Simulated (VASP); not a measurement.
Sr2TiCd2SiS8: single point with PBE

The system is Sr2TiCd2SiS8.

```
Sr Cd Si Ti S
1.0
    10.28210    0.00000    0.00000
     0.00000    5.07755    3.18495
     0.00000   -5.07755    3.18495
Sr Cd Si Ti S
2 2 1 1 8
Cartesian
  -0.0219 -0.0077 0.0165
  5.1629 -0.0077 0.0165
  7.7116 -1.7075 2.8453
  2.5705 1.8597 2.7942
  7.7116 2.2016 3.1443
  2.5705 -2.2257 3.0828
  4.4158 -2.3159 4.4121
  5.9891 2.2755 4.4259
  0.7252 -2.3159 4.4121
  9.4340 2.2755 4.4259
  7.7116 -1.0273 5.2108
  2.5705 0.9086 5.0588
  7.7116 0.6628 1.6844
  2.5705 -0.5759 1.5583
```

| Quantity | Value |
| --- | --- |
| Program | VASP 6.6.1 |
| Task | single point |
| Functional | PBE |
| Potentials or basis | VASP PAW PBE potentials, release 64 (Sr_sv, Cd, Si, Ti_sv, S) |
| Cutoff | 520 eV |
| k mesh | 3 × 5 × 5 |
| Occupations | fermi-dirac, width 0.02 eV |
| Spin | no spin polarisation |
| Dipole correction | no |
| Further INCAR settings | ALGO = Normal; EDIFF = 1e-06; NBANDS = 67 |

The pressure is 2.2 GPa. The largest force is 0.051 eV/Å and the band gap on the k mesh is 1.84 eV (least direct gap 1.86 eV).

Forces in eV/Å, atoms in the order of the input:
```
Sr   0.002  0.001  0.005
Sr  -0.002  0.001  0.005
Cd   0.000 -0.002  0.002
Cd   0.000  0.011 -0.002
Si   0.000 -0.002 -0.005
Ti   0.000 -0.003 -0.010
S    0.019  0.012 -0.014
S    0.005 -0.015 -0.035
S   -0.019  0.012 -0.014
S   -0.005 -0.015 -0.035
S    0.000 -0.018  0.043
S    0.000 -0.009  0.037
S    0.000  0.047  0.021
S    0.000 -0.019  0.002
```

Stress tensor (GPa, compression positive):
```
 2.27  0.00  0.00
 0.00  2.20 -0.32
 0.00 -0.32  2.12
```

Levels at points of the mesh, in eV from the valence-band top:
```tsv
k point	band 51	band 52	band 53	band 54	band 55	band 56	band 57	band 58
(0.00, 0.00, 0.00)	-0.69	-0.61	-0.42	-0.27	2.13	2.44	2.69	2.96
```

Run time: 2.7 min on 4 MPI ranks on Intel(R) Xeon(R) 6975P-C (Granite Rapids), with other jobs on the host, peak memory 0.82 GiB a rank.

A k mesh can miss the band edges.
